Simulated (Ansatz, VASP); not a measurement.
# One calculation of Ca, two programs

```
Ca
1.0
     6.06862    0.00000    0.00000
    -3.03431    5.25558    0.00000
     0.00000    0.00000    3.77497
Ca
3
Direct
  0.33337 0.00000 0.33333
  0.00000 0.33337 0.66667
  0.66663 0.66663 0.00000
```

Alike in both runs: functional PBEsol; k mesh 6 × 6 × 4; occupations gaussian, width 0.1 eV; no spin polarisation.

Ansatz relaxed the structure, and its values are those at the end. VASP's run is a single point on that final structure, the one shown.

|  | VASP | Ansatz |
| --- | --- | --- |
| version | VASP 6.6.1 | Ansatz 0.2.0 |
| potentials or method | VASP PAW PBE potentials, release 64 (Ca_sv), cutoff 520 eV | scalar-relativistic, plane waves, PAW |
| valence electrons in the cell | 30 | 30 |

```tsv
	VASP	Ansatz	Ansatz less VASP
gap on the k mesh at the Fermi level (eV)	none	none	-
pressure (GPa)	0.1	0.1	0.00
```

VASP's potentials were made for PBE, not for PBEsol. A gap of «none» marks a metal or a gap that the smearing closes.

The k mesh is coarse, so the values compare programs but aren't converged.
